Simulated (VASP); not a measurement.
# Be7Se8 (a cell with a defect) in VASP: further runs

Be7Se8 (a cell with a defect) is run at these levels: PBEsol; tasks: single point.

Everything below comes from runs of VASP 6.6.1. Logs are shortened: lines on timing, memory, paths and dates and some standing lists are left out, and cuts for length are marked.

**1. The cell of the first run**

The cell holds a defect, 15 atoms: a = 7.236 Å, b = 7.236 Å, c = 7.236 Å, α = 60.00°, β = 60.00°, γ = 60.00°.

**2. Single point, PBEsol**

Contents of INCAR:

```
  ALGO = Normal
  EDIFF = 1E-6
  ENCUT = 520
  GGA = PS
  ISIF = 2
  ISMEAR = 0
  LASPH = T
  LCHARG = F
  LREAL = Auto
  LWAVE = F
  NBANDS = 44
  NELM = 80
  PREC = Accurate
  SIGMA = 0.1
```

Contents of KPOINTS:

```
k-points
0
Gamma
  3 3 3
```

Contents of POSCAR:

```
Be7Se8
1.0
    0.0000000000      5.1164660000      5.1164660000
    5.1164660000      0.0000000000      5.1164660000
    5.1164660000      5.1164660000      0.0000000000
Be Se
7 8
Direct
    0.0007512021     -0.0016975584      0.0011387743
    0.0007155329     -0.0014539332      0.5028474732
    0.0007656652      0.5004359454      0.0009167461
    0.4997994710     -0.0006658893      0.0019796868
    0.4989783964     -0.0015710062      0.5028756177
    0.4987022292      0.5004258799      0.0010243398
    0.4988343517      0.5004135667      0.5029622009
    0.1248274688      0.1244107749      0.1269214923
    0.1250738303      0.1236896717      0.6272002980
    0.1248574700      0.6244487895      0.1267036662
    0.1249492325      0.6245892184      0.6271050174
    0.6247779229      0.1244026639      0.1269538388
    0.6247819296      0.1244361831      0.6270131571
    0.6247767502      0.6244235767      0.1269499299
    0.6244071592      0.6245297047      0.6271422501
```

Potentials or basis: VASP PAW PBE potentials, release 64 (Be, Se).

Launch:

```
> cat potpaw_PBE.64/Be/POTCAR potpaw_PBE.64/Se/POTCAR > POTCAR
> mpirun -np 1 vasp_std > vasp.out
```

OUTCAR:

```text
EDIFF = 1E-6
   ENCUT = 520
   GGA = PS
   ISIF = 2
   ISMEAR = 0
   LASPH = T
   LREAL = Auto
   NELM = 80
   PREC = Accurate

 ion  position               nearest neighbor table
   1  0.001  0.998  0.001-  10 2.21   9 2.21   8 2.22  12 2.22
   2  0.001  0.999  0.503-   9 2.21  11 2.21   8 2.22  13 2.22
   3  0.001  0.500  0.001-  11 2.21  10 2.21  14 2.22   8 2.22
   4  0.500  0.999  0.002-  14 2.21  13 2.22   8 2.22  12 2.22
   5  0.499  0.998  0.503-  15 2.21   9 2.21  12 2.22  13 2.22
   6  0.499  0.500  0.001-  10 2.21  15 2.21  14 2.22  12 2.22
   7  0.499  0.500  0.503-  15 2.21  11 2.21  13 2.22  14 2.22
   8  0.125  0.124  0.127-   4 2.22   2 2.22   1 2.22   3 2.22
   9  0.125  0.124  0.627-   2 2.21   5 2.21   1 2.21
  10  0.125  0.624  0.127-   6 2.21   1 2.21   3 2.21
  11  0.125  0.625  0.627-   3 2.21   7 2.21   2 2.21
  12  0.625  0.124  0.127-   4 2.22   5 2.22   1 2.22   6 2.22
  13  0.625  0.124  0.627-   4 2.22   2 2.22   5 2.22   7 2.22
  14  0.625  0.624  0.127-   4 2.21   3 2.22   6 2.22   7 2.22
  15  0.624  0.625  0.627-   7 2.21   6 2.21   5 2.21

  LATTYP: Found a face centered cubic cell.
 ALAT       =    10.2329320000

  Lattice vectors:

 A1 = (   0.0000000000,   5.1164660000,   5.1164660000)
 A2 = (   5.1164660000,   0.0000000000,   5.1164660000)
 A3 = (   5.1164660000,   5.1164660000,   0.0000000000)

Analysis of symmetry for initial positions (statically):
=====================================================================
 Subroutine PRICEL returns:
 Original cell was already a primitive cell.

 Routine SETGRP: Setting up the symmetry group for a
 face centered cubic supercell.

 Subroutine GETGRP returns: Found  1 space group operations
 (whereof  1 operations were pure point group operations)
 out of a pool of 48 trial point group operations.

The static configuration has the point symmetry C_1 .

Analysis of symmetry for dynamics (positions and initial velocities):
=====================================================================
 Subroutine PRICEL returns:
 Original cell was already a primitive cell.

 Routine SETGRP: Setting up the symmetry group for a
 face centered cubic supercell.

 Subroutine GETGRP returns: Found  1 space group operations
 (whereof  1 operations were pure point group operations)
 out of a pool of 48 trial point group operations.

The dynamic configuration has the point symmetry C_1 .

 Subroutine INISYM returns: Found  1 space group operations
 (whereof  1 operations are pure point group operations),
 and found     1 'primitive' translations

----------------------------------------------------------------------------------------

                                     Primitive cell

  volume of cell :     267.8800

  direct lattice vectors                    reciprocal lattice vectors
     0.000000000  5.116466000  5.116466000    -0.097723702  0.097723702  0.097723702
     5.116466000  0.000000000  5.116466000     0.097723702 -0.097723702  0.097723702
     5.116466000  5.116466000  0.000000000     0.097723702  0.097723702 -0.097723702

  length of vectors
     7.235775609  7.235775609  7.235775609     0.169262417  0.169262417  0.169262417

  position of ions in fractional coordinates (direct lattice)
     0.000751202  0.998302442  0.001138774
     0.000715533  0.998546067  0.502847473
     0.000765665  0.500435945  0.000916746
     0.499799471  0.999334111  0.001979687
     0.498978396  0.998428994  0.502875618
     0.498702229  0.500425880  0.001024340
     0.498834352  0.500413567  0.502962201
     0.124827469  0.124410775  0.126921492
     0.125073830  0.123689672  0.627200298
     0.124857470  0.624448790  0.126703666
     0.124949233  0.624589218  0.627105017
     0.624777923  0.124402664  0.126953839
     0.624781930  0.124436183  0.627013157
     0.624776750  0.624423577  0.126949930
     0.624407159  0.624529705  0.627142250

  ion indices of the primitive-cell ions
   primitive index   ion index
                 1           1
                 2           2
                 3           3
                 4           4
                 5           5
                 6           6
                 7           7
                 8           8
                 9           9
                10          10
                11          11
                12          12
                13          13
                14          14
                15          15

----------------------------------------------------------------------------------------

 KPOINTS: k-points

Automatic generation of k-mesh.
 Grid dimensions read from file:
 generate k-points for:    3    3    3

 Generating k-lattice:

  Cartesian coordinates                     Fractional coordinates (reciprocal lattice)
    -0.032574567  0.032574567  0.032574567     0.333333333  0.000000000  0.000000000
     0.032574567 -0.032574567  0.032574567     0.000000000  0.333333333  0.000000000
     0.032574567  0.032574567 -0.032574567     0.000000000  0.000000000  0.333333333

  Length of vectors
     0.056420806  0.056420806  0.056420806

  Shift w.r.t. Gamma in fractional coordinates (k-lattice)
     0.000000000  0.000000000  0.000000000

 Subroutine IBZKPT returns following result:
 ===========================================

 Found     14 irreducible k-points:

 Following reciprocal coordinates:
            Coordinates               Weight
  0.000000  0.000000  0.000000      1.000000
  0.333333  0.000000  0.000000      2.000000
  0.000000  0.333333  0.000000      2.000000
  0.000000  0.000000  0.333333      2.000000
  0.333333  0.333333  0.333333      2.000000
  0.333333  0.333333  0.000000      2.000000
  0.000000  0.333333  0.333333      2.000000
  0.333333  0.000000  0.333333      2.000000
 -0.333333  0.333333  0.000000      2.000000
  0.000000 -0.333333  0.333333      2.000000
  0.333333  0.000000 -0.333333      2.000000
  0.333333  0.333333 -0.333333      2.000000
 -0.333333  0.333333 -0.333333      2.000000
  0.333333 -0.333333 -0.333333      2.000000
   k-points           NKPTS =     14   k-points in BZ     NKDIM =     14   number of bands    NBANDS=     44
   number of dos      NEDOS =    301   number of ions     NIONS =     15
   total plane-waves  NPLWV = 157464
   dimension x,y,z NGX =    54 NGY =   54 NGZ =   54
   dimension x,y,z NGXF=   108 NGYF=  108 NGZF=  108
   ions per type =               7   8
   NGX,Y,Z   is equivalent  to a cutoff of  12.41, 12.41, 12.41 a.u.
   NGXF,Y,Z  is equivalent  to a cutoff of  24.81, 24.81, 24.81 a.u.
 SYSTEM =  unknown system
   PREC   = accura    normal or accurate (medium, high low for compatibility)
   ISTART =      0    job   : 0-new  1-cont  2-samecut
   ICHARG =      2    charge: 1-file 2-atom 10-const
   ISPIN  =      1    spin polarized calculation?
   LNONCOLLINEAR =      F non collinear calculations
   LSORBIT =      F    spin-orbit coupling
   LASPH  =      T    aspherical Exc in radial PAW
   ENCUT  =  520.0 eV  38.22 Ry    6.18 a.u.  13.45 13.45 13.45*2*pi/ulx,y,z
   NELM   =     80;   NELMIN=  2; NELMDL= -5     # of ELM steps
   EDIFF  = 0.1E-05   stopping-criterion for ELM
   LREAL  =      T    real-space projection
   EDIFFG = 0.1E-04   stopping-criterion for IOM
   NSW    =      0    number of steps for IOM
   IBRION =     -1    ionic relax: 0-MD 1-quasi-New 2-CG
   NFREE  =      0    steps in history (QN), initial steepest desc. (CG)
   ISIF   =      2    stress and relaxation
   ISYM   =      2    0-nonsym 1-usesym 2-fastsym
   POTIM  = 0.5000    time-step for ionic-motion
   TEBEG  =    0.0;   TEEND  =   0.0 temperature during run
   PSTRESS=    0.0 pullay stress
   NELECT =      62.0000    total number of electrons
   NUPDOWN=      -1.0000    fix difference up-down
   EMIN   =  10.00;   EMAX   =-10.00  energy-range for DOS
   EFERMI =   0.00;   METHOD = LEGACY
   ISMEAR =     0;   SIGMA  =   0.10  broadening in eV -4-tet -1-fermi 0-gaus
   EFERMI_NEDOS =   21; number of points for ismear=-14 and -15
   IALGO  =     38    algorithm
   IMIX   =      4    mixing-type and parameters
     AMIX     =   0.40;   BMIX     =  1.00
     AMIX_MAG =   1.60;   BMIX_MAG =  1.00
  volume/ion in A,a.u.               =      17.86       120.52
  Fermi-wavevector in a.u.,A,eV,Ry     =   1.005137  1.899434 13.745974  1.010301
  Thomas-Fermi vector in A             =   2.137797
   LORBIT       =      0    0 simple, 1 ext, 2 COOP (PROOUT), +10 PAW based schemes
   GGA     = PS    functional components
   LHFCALC =     F    Hartree Fock is set to
   AEXX    =    0.0000 exact exchange contribution
   IVDW    =     0    specifies the selected vdW correction
   LEPSILON=     F    determine dielectric tensor
   LRPA    =     F    only Hartree local field effects (RPA)
 non-spin polarized calculation
 Gauss-broadening in eV      SIGMA  =   0.10
  energy-cutoff  :      520.00
  volume of cell :      267.88
 maximum number of plane-waves:      7239
 NGX is ok and might be reduce to    54
   NGX = 27   NGY = 27   NGZ = 27

 number of electron      61.9999994 magnetization

 Free energy of the ion-electron system (eV)
  ---------------------------------------------------
  ext. energy  EPLUGINS =         0.00000000
  ---------------------------------------------------
  free energy    TOTEN  =       -68.35381810 eV

  energy without entropy =      -68.32173967  energy(sigma->0) =      -68.33777889

 E-fermi :   3.0872     XC(G=0):  -9.5184

 val. band max:        2.9697339320   @ k =   0.3333   0.0000   0.3333
 cond. band min:       3.1105276635   @ k =  -0.3333   0.3333  -0.3333
 fundamental gap:      0.1407937315
 Fermi energy:         3.0872242940

 k-point     1 :       0.0000    0.0000    0.0000
  band No.  band energies     occupation
      1     -10.8082      2.00000
      2      -9.4745      2.00000
      3      -9.4740      2.00000
      4      -9.4738      2.00000
      5      -9.3465      2.00000
      6      -8.9008      2.00000
[... 35 lines left out ...]
     42       7.4496      0.00000
     43       8.2680      0.00000

 k-point     2 :       0.3333    0.0000    0.0000
  band No.  band energies     occupation
      1     -10.5446      2.00000
      2      -9.8652      2.00000
      3      -9.4040      2.00000
      4      -9.4033      2.00000
      5      -9.2995      2.00000
      6      -9.0118      2.00000
[... 35 lines left out ...]
     42       8.6100      0.00000
     43       8.7882      0.00000

 k-point     3 :       0.0000    0.3333    0.0000
  band No.  band energies     occupation
      1     -10.5446      2.00000
      2      -9.8650      2.00000
      3      -9.4041      2.00000
      4      -9.4035      2.00000
      5      -9.2995      2.00000
      6      -9.0116      2.00000
[... 458 lines left out ...]
      5      -9.3012      2.00000
      6      -9.1044      2.00000
[... 35 lines left out ...]
     42       9.3200      0.00000
     43       9.3990      0.00000

 k-point    14 :       0.3333   -0.3333   -0.3333
  band No.  band energies     occupation
      1     -10.1735      2.00000
      2      -9.9436      2.00000
      3      -9.8331      2.00000
      4      -9.4350      2.00000
      5      -9.3009      2.00000
      6      -9.1047      2.00000
[... 35 lines left out ...]
     42       9.3217      0.00000
     43       9.3972      0.00000
 [bands above 43 left out]

------------------------ aborting loop because EDIFF is reached ----------------------------------------

  FORCE on cell =-STRESS in cart. coord.  units (eV):
  Direction    XX          YY          ZZ          XY          YZ          ZX
  --------------------------------------------------------------------------------------
  -------------------------------------------------------------------------------------
  Total       -1.0799365     -1.0688992     -1.0782386      0.0106439      0.0038363     -0.0152149
  in kB       -6.4590482     -6.3930350     -6.4488932      0.0636604      0.0229446     -0.0909998
  external PRESSURE =      -6.4336588 kB  Pullay stress =       0.0000000 kB

 VOLUME and BASIS-vectors are now :
 -----------------------------------------------------------------------------
  energy-cutoff  :      520.00
  volume of cell :      267.88
      direct lattice vectors                 reciprocal lattice vectors
     0.000000000  5.116466000  5.116466000    -0.097723702  0.097723702  0.097723702
     5.116466000  0.000000000  5.116466000     0.097723702 -0.097723702  0.097723702
     5.116466000  5.116466000  0.000000000     0.097723702  0.097723702 -0.097723702

 POSITION                                       TOTAL-FORCE (eV/Angst)
 -----------------------------------------------------------------------------------
      5.11361      0.00967      5.11162        -0.001551     -0.002726      0.002744
      7.68183      2.57646      5.11269        -0.002077      0.003760     -0.001104
      2.56515      0.00861      2.56438        -0.000235      0.001441     -0.001366
      5.12319      2.56734      7.67027         0.001491      0.000171      0.002271
      7.68137      5.12595      7.66143         0.000012     -0.000854     -0.002836
      2.56565      2.55683      5.11200        -0.002301      0.001954      0.001265
      5.13374      5.12566      5.11262        -0.000922     -0.001418      0.000728
      1.28593      1.28807      1.27522         0.001249     -0.001187      0.000793
      3.84190      3.84899      1.27279         0.015143     -0.011934      0.011540
      3.84325      1.28710      3.83380         0.010133      0.010079     -0.012214
      6.40425      3.84786      3.83499        -0.010823     -0.014681     -0.012001
      1.28606      3.84621      3.83316         0.000038     -0.000266      0.000938
      3.84476      6.40477      3.83335         0.000477      0.000113      0.000700
      3.84438      3.84618      6.39149         0.000134      0.001951     -0.001582
      6.40414      6.40351      6.39014        -0.010768      0.013596      0.010123
 -----------------------------------------------------------------------------------
    total drift:                                0.008844      0.000812     -0.007640

  FREE ENERGIE OF THE ION-ELECTRON SYSTEM (eV)
  ---------------------------------------------------
  free  energy   TOTEN  =       -68.3538181009 eV

  energy  without entropy=      -68.3217396732  energy(sigma->0) =      -68.33777889
```

It took 2.3 min on 1 thread of Intel Xeon 6975P-C (Granite Rapids), shared host; peak memory 0.42 GiB.

Results:

```
Free energy            : -68.3538 eV
Pressure               : -0.6 GPa
Largest force          : 0.022 eV/Å
Band gap on the k mesh : zero (bands 31 and 32 overlap by 0.51 eV)
```

Forces on the atoms (eV/Å):
```
Be  -0.002 -0.003  0.003
Be  -0.002  0.004 -0.001
Be   0.000  0.001 -0.001
Be   0.001  0.000  0.002
Be   0.000 -0.001 -0.003
Be  -0.002  0.002  0.001
Be  -0.001 -0.001  0.001
Se   0.001 -0.001  0.001
Se   0.015 -0.012  0.012
Se   0.010  0.010 -0.012
Se  -0.011 -0.015 -0.012
Se   0.000  0.000  0.001
Se   0.000  0.000  0.001
Se   0.000  0.002 -0.002
Se  -0.011  0.014  0.010
```

Caveat: the PAW data sets were made with another functional, which shifts forces and pressure a little.

**3. Single point, PBEsol**

Contents of INCAR:

```
SYSTEM = Be7Se8
PREC = Accurate ; ENCUT = 520
EDIFF = 1E-6 ; ISMEAR = 0
SIGMA = 0.1 ; LREAL = Auto
LASPH = .TRUE. ; NELM = 60
ALGO = Normal ; ISIF = 2
LWAVE = .FALSE. ; LCHARG = .TRUE.
GGA = PS ; LELF = .TRUE.
LVHAR = .TRUE. ; NBANDS = 44
```

Contents of KPOINTS:

```
regular mesh
0
G
  3 3 3
  0 0 0
```

Contents of POSCAR:

```
Be7Se8
1.0
    0.0000000000      5.1164660000      5.1164660000
    5.1164660000      0.0000000000      5.1164660000
    5.1164660000      5.1164660000      0.0000000000
Be Se
7 8
Direct
   -0.0010523865     -0.0016612052      0.0031874540
   -0.0001010463     -0.0007255008      0.5022445180
   -0.0011803069      0.5001796162      0.0032352409
    0.5009301342     -0.0017349866      0.0032313319
    0.5009650216     -0.0015331872      0.5011446377
    0.9991940726      0.5001691597     -0.4987607657
    0.5009790938      0.5002907280      0.5013103771
    0.1249284174      0.1242169888      0.1272731999
    0.1249916446      0.1242485536      0.6272140771
    0.1244740022      0.6243723695      0.1273648647
    0.1249700477      0.6242943860      0.6272802360
    0.6249829472      0.1240651262      0.1272804315
    0.6249538256      0.1243303483      0.6272470099
    0.6249015434      0.6243937710      0.1273467858
    0.6252658573      0.6245155347      0.6266275394
```

Potentials or basis: VASP PAW PBE potentials, release 64 (Be, Se).

Launch:

```
> cat potpaw_PBE.64/Be/POTCAR potpaw_PBE.64/Se/POTCAR > POTCAR
> mpirun -np 1 vasp_std > vasp.out
```

Wall time 2 min (1 thread of Intel Xeon 6975P-C (Granite Rapids), shared host); peak memory 0.43 GiB.

The run converged. Its results:

* Free energy: -68.3539 eV
* Pressure: -0.6 GPa
* Largest force: 0.018 eV/Å
* Band gap on the k mesh: zero (bands 31 and 32 overlap by 0.51 eV)

Forces on the atoms (eV/Å):
```
Be  -0.001  0.000 -0.002
Be  -0.001  0.002  0.003
Be   0.002  0.002  0.003
Be   0.000  0.000  0.001
Be  -0.002  0.001 -0.001
Be   0.000 -0.003  0.000
Be  -0.002 -0.003  0.001
Se   0.002  0.000  0.000
Se   0.000  0.000 -0.003
Se  -0.010  0.009  0.011
Se   0.000  0.000 -0.001
Se   0.009 -0.009  0.012
Se   0.000  0.000 -0.001
Se  -0.009 -0.009 -0.010
Se   0.012  0.009 -0.011
```

Levels at points of the mesh, in eV from the Fermi level:
```
           k point  band 28  band 29  band 30  band 31  band 32  band 33  band 34  band 35
(0.00, 0.00, 0.00)    -0.60    -0.60     0.39     0.39     0.39     2.67     2.67     2.67
```

Caveat: the PAW data sets were made with another functional, which shifts forces and pressure a little.
